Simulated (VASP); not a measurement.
Set up this calculation in VASP 6.6.1, as the native input.

```
Task                   : single point
Functional             : PBE
Potentials or basis    : VASP PAW PBE potentials, release 64 (Pt)
Cutoff                 : 520 eV
k mesh                 : 20 × 20 × 20
Occupations            : gaussian, width 0.15 eV
Spin                   : no spin polarisation
Dipole correction      : no
Further INCAR settings : ALGO = Fast; EDIFF = 1e-06; NBANDS = 11
```

The structure of Pt lies in POSCAR:

```
Pt
1.0
    0.0000000000      2.0557950000      1.9089525000
    2.0557950000      0.0000000000      1.9089525000
    2.0557950000      2.0557950000      0.0000000000
Pt
1
Direct
    0.0000000000      0.0000000000      0.0000000000
```

This cell differs from its parent crystal: strain +0.050 along x and y, -0.025 along z.

These files were run (other wordings do the same):

INCAR

```
ALGO     = Fast           # electronic algorithm
EDIFF    = 1E-6           # SCF threshold, eV
ENCUT    = 520            # plane-wave cutoff, eV
GGA      = PE             # functional
ISIF     = 2              # what is computed and relaxed
ISMEAR   = 0              # smearing method
LASPH    = True           # aspherical terms in the spheres
LCHARG   = False          # write CHGCAR
LREAL    = False          # projectors in reciprocal space
LWAVE    = False          # write WAVECAR
NBANDS   = 11             # bands
NELM     = 60             # most SCF steps
PREC     = Accurate       # precision mode
SIGMA    = 0.15           # smearing width, eV
```

KPOINTS

```
k-points
0
Gamma
  20 20 20
```

Potentials or basis: VASP PAW PBE potentials, release 64 (Pt).

Run with:

```console
$ cat potpaw_PBE.64/Pt/POTCAR > POTCAR
$ mpirun -np 1 vasp_std > vasp.out
```

It gave:

| Quantity | Value |
| --- | --- |
| Pressure | -7.0 GPa |
| Band gap on the k mesh | zero (bands 5 and 6 overlap by 2.25 eV) |

Caveat: the cell differs from its parent crystal (strain +0.050 along x and y, -0.025 along z); the cell stands under tension; spin-orbit coupling is left out, which moves the levels of the heavy elements.

Run time: 2 min on 1 thread of Intel Xeon 8259CL, on a shared host, peak memory 0.24 GiB.
